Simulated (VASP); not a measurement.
Write the native input for VASP 6.6.1 that does the following.

| Property | Result |
| --- | --- |
| Task | single point |
| Functional | PBE |
| Potentials or basis | VASP PAW PBE potentials, release 64 (Pb_d, O) |
| Cutoff | 520 eV |
| k mesh | 12 × 12 × 10 |
| Occupations | gaussian, width 0.05 eV |
| Spin | no spin polarisation |
| Dipole correction | no |
| Further INCAR settings | ALGO = Normal; EDIFF = 1e-06; NBANDS = 17 |

The structure of PbO lies in POSCAR:

```
PbO
1.0
    3.5678723414      0.0000000000      0.0000000000
   -1.7839361707      3.1207667660      0.0000000000
    0.0000000000      0.0000000000      3.2951134840
Pb O
1 1
Direct
    0.0000000000      0.0000000000      0.0000000000
    0.6666666667      0.3333333333      0.5000000000
```

One way to write it, as run:

INCAR

```
SYSTEM = PbO
PREC     = Accurate       ! precision mode
ENCUT    = 520            ! plane-wave cutoff, eV
EDIFF    = 1E-6           ! SCF threshold, eV
ISMEAR   = 0              ! smearing method
SIGMA    = 0.05           ! smearing width, eV
LREAL    = .False.        ! projectors in reciprocal space
LASPH    = .True.         ! aspherical terms in the spheres
NELM     = 100            ! most SCF steps
ALGO     = Normal         ! electronic algorithm
ISIF     = 2              ! what is computed and relaxed
LWAVE    = .False.        ! write WAVECAR
LCHARG   = .False.        ! write CHGCAR
GGA      = PE             ! functional
NBANDS   = 17             ! bands
```

KPOINTS

```
Automatic mesh
0
Gamma
  12 12 10
  0 0 0
```

Potentials or basis: VASP PAW PBE potentials, release 64 (Pb_d, O).

The run is started by

```sh
$ cat potpaw_PBE.64/Pb_d/POTCAR potpaw_PBE.64/O/POTCAR > POTCAR
$ mpirun -np 1 vasp_std > vasp.out
```

Results of the run:

* Pressure: -0.7 GPa
* Largest force: 0.017 eV/Å
* Band gap on the k mesh: zero (bands 10 and 11 overlap by 0.03 eV)

Caveat: semilocal functionals underestimate gaps, and a narrow one can read as zero; spin-orbit coupling is left out, which moves the levels of the heavy elements.

Wall time 3.9 min on 1 thread of Intel Xeon 8259CL (shared host), peak memory 0.28 GiB.
